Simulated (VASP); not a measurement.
# Ti in VASP: a series of runs

The runs below take Ti through single point, with r2SCAN.

Program: VASP 6.6.1. These are calculated values, not measurements. Logs are shortened: lines on timing, memory, paths and dates and some standing lists are left out, and cuts for length are marked.

## 1. The cell of the first run

Symmetry: Im-3m, No. 229, cubic system. Conventional cell: a = 3.089 Å, b = 3.089 Å, c = 3.089 Å, α = 90.00°, β = 90.00°, γ = 90.00°. Ti (site symmetry m-3m) has 14 Ti at 2.68 to 3.09 Å within 3.5 Å.

## 2. Single point, r2SCAN (strain -0.050 along x and y, -0.050 along z)

POSCAR

```
Ti
1.0
   -1.5446001272      1.5446001272      1.5446001272
    1.5446001272     -1.5446001272      1.5446001272
    1.5446001272      1.5446001272     -1.5446001272
Ti
1
Direct
    0.0000000000      0.0000000000      0.0000000000
```

INCAR.step1

```
PREC = Accurate
ENCUT = 520
ISMEAR = 0
SIGMA = 0.15
LREAL = False
LASPH = True
NELM = 100
NBANDS = 12
GGA = PE
ALGO = Normal
EDIFF = 1E-4
LWAVE = True
LCHARG = False
```

INCAR.step2

```
PREC = Accurate
ENCUT = 520
EDIFF = 1E-6
ISMEAR = 0
SIGMA = 0.15
LREAL = False
LASPH = True
NELM = 100
ALGO = Normal
ISIF = 2
LWAVE = False
LCHARG = False
METAGGA = R2SCAN
LMIXTAU = True
NBANDS = 12
ISTART = 1
```

KPOINTS

```
regular mesh
0
Gamma
  26 26 26
```

Potentials or basis: VASP PAW PBE potentials, release 64 (Ti_sv).

Run with:

```sh
cat potpaw_PBE.64/Ti_sv/POTCAR > POTCAR
cp INCAR.step1 INCAR
mpirun -np 1 vasp_std > vasp.out
cp INCAR.step2 INCAR
mpirun -np 1 vasp_std > vasp.out
```

OUTCAR:

```text
PREC = Accurate
   ENCUT = 520
   EDIFF = 1E-6
   ISMEAR = 0
   LREAL = False
   LASPH = True
   NELM = 100
   ISIF = 2
   METAGGA = R2SCAN
   ISTART = 1

 ion  position               nearest neighbor table
   1  0.000  0.000  0.000-

  LATTYP: Found a body centered cubic cell.
 ALAT       =     3.0892002544

  Lattice vectors:

 A1 = (  -1.5446001272,   1.5446001272,   1.5446001272)
 A2 = (   1.5446001272,  -1.5446001272,   1.5446001272)
 A3 = (   1.5446001272,   1.5446001272,  -1.5446001272)

Analysis of symmetry for initial positions (statically):
=====================================================================
 Subroutine PRICEL returns:
 Original cell was already a primitive cell.

 Routine SETGRP: Setting up the symmetry group for a
 body centered cubic supercell.

 Subroutine GETGRP returns: Found 48 space group operations
 (whereof 48 operations were pure point group operations)
 out of a pool of 48 trial point group operations.

The static configuration has the point symmetry O_h .

Analysis of symmetry for dynamics (positions and initial velocities):
=====================================================================
 Subroutine PRICEL returns:
 Original cell was already a primitive cell.

 Routine SETGRP: Setting up the symmetry group for a
 body centered cubic supercell.

 Subroutine GETGRP returns: Found 48 space group operations
 (whereof 48 operations were pure point group operations)
 out of a pool of 48 trial point group operations.

The dynamic configuration has the point symmetry O_h .

 Subroutine INISYM returns: Found 48 space group operations
 (whereof 48 operations are pure point group operations),
 and found     1 'primitive' translations

----------------------------------------------------------------------------------------

                                     Primitive cell

  volume of cell :      14.7404

  direct lattice vectors                    reciprocal lattice vectors
    -1.544600127  1.544600127  1.544600127     0.000000000  0.323708377  0.323708377
     1.544600127 -1.544600127  1.544600127     0.323708377  0.000000000  0.323708377
     1.544600127  1.544600127 -1.544600127     0.323708377  0.323708377  0.000000000

  length of vectors
     2.675325898  2.675325898  2.675325898     0.457792777  0.457792777  0.457792777

  position of ions in fractional coordinates (direct lattice)
     0.000000000  0.000000000  0.000000000

  ion indices of the primitive-cell ions
   primitive index   ion index
                 1           1

----------------------------------------------------------------------------------------

 KPOINTS: regular mesh

Automatic generation of k-mesh.
 Grid dimensions read from file:
 generate k-points for:   26   26   26

 Generating k-lattice:

  Cartesian coordinates                     Fractional coordinates (reciprocal lattice)
     0.000000000  0.012450322  0.012450322     0.038461538  0.000000000  0.000000000
     0.012450322  0.000000000  0.012450322     0.000000000  0.038461538  0.000000000
     0.012450322  0.012450322  0.000000000     0.000000000  0.000000000  0.038461538

  Length of vectors
     0.017607414  0.017607414  0.017607414

  Shift w.r.t. Gamma in fractional coordinates (k-lattice)
     0.000000000  0.000000000  0.000000000

 Subroutine IBZKPT returns following result:
 ===========================================

 Found    511 irreducible k-points:

 Following reciprocal coordinates:
            Coordinates               Weight
  0.000000  0.000000  0.000000      1.000000
  0.038462  0.000000  0.000000     12.000000
  0.076923  0.000000  0.000000     12.000000
  0.115385  0.000000  0.000000     12.000000
  0.153846  0.000000  0.000000     12.000000
  0.192308  0.000000  0.000000     12.000000
[... 16 lines left out ...]
  0.346154  0.038462  0.000000     48.000000
  0.384615  0.038462  0.000000     48.000000
 [... further k-points ...]
   k-points           NKPTS =    511   k-points in BZ     NKDIM =    511   number of bands    NBANDS=     12
   number of dos      NEDOS =    301   number of ions     NIONS =      1
   total plane-waves  NPLWV =   8000
   dimension x,y,z NGX =    20 NGY =   20 NGZ =   20
   dimension x,y,z NGXF=    40 NGYF=   40 NGZF=   40
   ions per type =               1
   NGX,Y,Z   is equivalent  to a cutoff of  12.43, 12.43, 12.43 a.u.
   NGXF,Y,Z  is equivalent  to a cutoff of  24.86, 24.86, 24.86 a.u.
 SYSTEM =  unknown system
   PREC   = accura    normal or accurate (medium, high low for compatibility)
   ISTART =      1    job   : 0-new  1-cont  2-samecut
   ICHARG =      0    charge: 1-file 2-atom 10-const
   ISPIN  =      1    spin polarized calculation?
   LNONCOLLINEAR =      F non collinear calculations
   LSORBIT =      F    spin-orbit coupling
   LASPH  =      T    aspherical Exc in radial PAW
   ENCUT  =  520.0 eV  38.22 Ry    6.18 a.u.   4.97  4.97  4.97*2*pi/ulx,y,z
   NELM   =    100;   NELMIN=  2; NELMDL=  0     # of ELM steps
   EDIFF  = 0.1E-05   stopping-criterion for ELM
   LREAL  =      F    real-space projection
   EDIFFG = 0.1E-04   stopping-criterion for IOM
   NSW    =      0    number of steps for IOM
   IBRION =     -1    ionic relax: 0-MD 1-quasi-New 2-CG
   NFREE  =      0    steps in history (QN), initial steepest desc. (CG)
   ISIF   =      2    stress and relaxation
   ISYM   =      2    0-nonsym 1-usesym 2-fastsym
   POTIM  = 0.5000    time-step for ionic-motion
   TEBEG  =    0.0;   TEEND  =   0.0 temperature during run
   PSTRESS=    0.0 pullay stress
   NELECT =      12.0000    total number of electrons
   NUPDOWN=      -1.0000    fix difference up-down
   EMIN   =  10.00;   EMAX   =-10.00  energy-range for DOS
   EFERMI =   0.00;   METHOD = LEGACY
   ISMEAR =     0;   SIGMA  =   0.15  broadening in eV -4-tet -1-fermi 0-gaus
   EFERMI_NEDOS =   21; number of points for ismear=-14 and -15
   IALGO  =     38    algorithm
   IMIX   =      4    mixing-type and parameters
     AMIX     =   0.40;   BMIX     =  1.00
     AMIX_MAG =   1.60;   BMIX_MAG =  1.00
  volume/ion in A,a.u.               =      14.74        99.47
  Fermi-wavevector in a.u.,A,eV,Ry     =   1.528619  2.888671 31.792397  2.336675
  Thomas-Fermi vector in A             =   2.636353
   LORBIT       =      0    0 simple, 1 ext, 2 COOP (PROOUT), +10 PAW based schemes
   METAGGA = R2SCAN    functional components
   LHFCALC =     F    Hartree Fock is set to
   AEXX    =    0.0000 exact exchange contribution
   IVDW    =     0    specifies the selected vdW correction
   LEPSILON=     F    determine dielectric tensor
   LRPA    =     F    only Hartree local field effects (RPA)
 non-spin polarized calculation
 Gauss-broadening in eV      SIGMA  =   0.15
  energy-cutoff  :      520.00
  volume of cell :       14.74
 maximum number of plane-waves:       410
   NGX =  9   NGY =  9   NGZ =  9

 number of electron      12.0000002 magnetization

 Free energy of the ion-electron system (eV)
  ---------------------------------------------------
  ext. energy  EPLUGINS =         0.00000000
  ---------------------------------------------------
  free energy    TOTEN  =       -12.66387226 eV

  energy without entropy =      -12.64472252  energy(sigma->0) =      -12.65429739

 E-fermi :   9.9614     XC(G=0): -13.2694

 val. band max:        9.9613034258   @ k =   0.3077   0.1923   0.0769
 cond. band min:       9.9655876781   @ k =   0.2692   0.2308   0.0000
 fundamental gap:      0.0042842523
 Fermi energy:         9.9614385985

 k-point     1 :       0.0000    0.0000    0.0000
  band No.  band energies     occupation
      1     -48.6144      2.00000
      2     -23.1676      2.00000
      3     -23.1676      2.00000
      4     -23.1676      2.00000
      5       3.3513      2.00000
      6      11.2575      0.00000
      7      11.2575      0.00000
      8      11.2576      0.00000
      9      13.4269      0.00000
     10      13.4269      0.00000
     11      29.2632      0.00000
     12      29.2632      0.00000

 k-point     2 :       0.0385    0.0000    0.0000
  band No.  band energies     occupation
      1     -48.6106      2.00000
      2     -23.1856      2.00000
      3     -23.1728      2.00000
      4     -23.1678      2.00000
      5       3.4133      2.00000
      6      11.2255      0.00000
      7      11.2486      0.00000
      8      11.3047      0.00000
      9      13.3864      0.00000
     10      13.4284      0.00000
     11      29.2198      0.00000
     12      29.2722      0.00000

 k-point     3 :       0.0769    0.0000    0.0000
  band No.  band energies     occupation
      1     -48.5996      2.00000
      2     -23.2384      2.00000
      3     -23.1881      2.00000
      4     -23.1684      2.00000
      5       3.5963      2.00000
      6      11.1326      0.00000
      7      11.2154      0.00000
      8      11.4447      0.00000
      9      13.2801      0.00000
     10      13.4334      0.00000
     11      29.0732      0.00000
     12      29.2781      0.00000
[... 286 lines left out ...]
 k-point    23 :       0.3462    0.0385    0.0000
  band No.  band energies     occupation
      1     -48.3951      2.00000
      2     -24.1456      2.00000
      3     -23.4618      2.00000
      4     -23.1862      2.00000
      5       6.7694      2.00000
      6       9.6930      1.98862
      7      10.5551      0.00000
      8      13.3491      0.00000
      9      13.8047      0.00000
     10      14.5857      0.00000
     11      23.1686      0.00000
     12      25.9375      0.00000

 k-point    24 :       0.3846    0.0385    0.0000
  band No.  band energies     occupation
      1     -48.3739      2.00000
      2     -24.2335      2.00000
      3     -23.4898      2.00000
      4     -23.1875      2.00000
      5       6.9068      2.00000
      6       9.5661      1.99981
      7      10.8790      0.00000
      8      13.4285      0.00000
      9      13.8730      0.00000
     10      15.0017      0.00000
     11      22.2709      0.00000
     12      25.5007      0.00000

 [... further k-points ...]
[... 5 lines left out ...]
  --------------------------------------------------------------------------------------
  -------------------------------------------------------------------------------------
  Total        2.0757441      2.0757441      2.0757441     -0.0000000     -0.0000000      0.0000000
  in kB      225.6192795    225.6192795    225.6192795     -0.0000000     -0.0000000      0.0000000
  external PRESSURE =     225.6192795 kB  Pullay stress =       0.0000000 kB

 VOLUME and BASIS-vectors are now :
 -----------------------------------------------------------------------------
  energy-cutoff  :      520.00
  volume of cell :       14.74
      direct lattice vectors                 reciprocal lattice vectors
    -1.544600127  1.544600127  1.544600127     0.000000000  0.323708377  0.323708377
     1.544600127 -1.544600127  1.544600127     0.323708377  0.000000000  0.323708377
     1.544600127  1.544600127 -1.544600127     0.323708377  0.323708377  0.000000000

 POSITION                                       TOTAL-FORCE (eV/Angst)
 -----------------------------------------------------------------------------------
      0.00000      0.00000      0.00000         0.000000      0.000000     -0.000000
 -----------------------------------------------------------------------------------
    total drift:                                0.000000     -0.000000      0.000000

  FREE ENERGIE OF THE ION-ELECTRON SYSTEM (eV)
  ---------------------------------------------------
  free  energy   TOTEN  =       -12.6638722596 eV

  energy  without entropy=      -12.6447225249  energy(sigma->0) =      -12.65429739
```

It took 4.4 min on 1 thread of Intel Xeon Platinum 8259CL at 2.50GHz (Skylake/Cascade Lake), shared host; peak memory 0.2 GiB.

Results:

* Free energy: -12.6639 eV
* Pressure: 22.6 GPa
* Band gap on the k mesh: zero (band 6 reaches 11.26 eV, above the bottom of band 7 at 9.15 eV)

Caveat: the cell differs from its parent crystal (strain -0.050 along x and y, -0.050 along z); the PAW data sets were made with another functional, which shifts forces and pressure a little.

(Continued in part 2 of 2.)
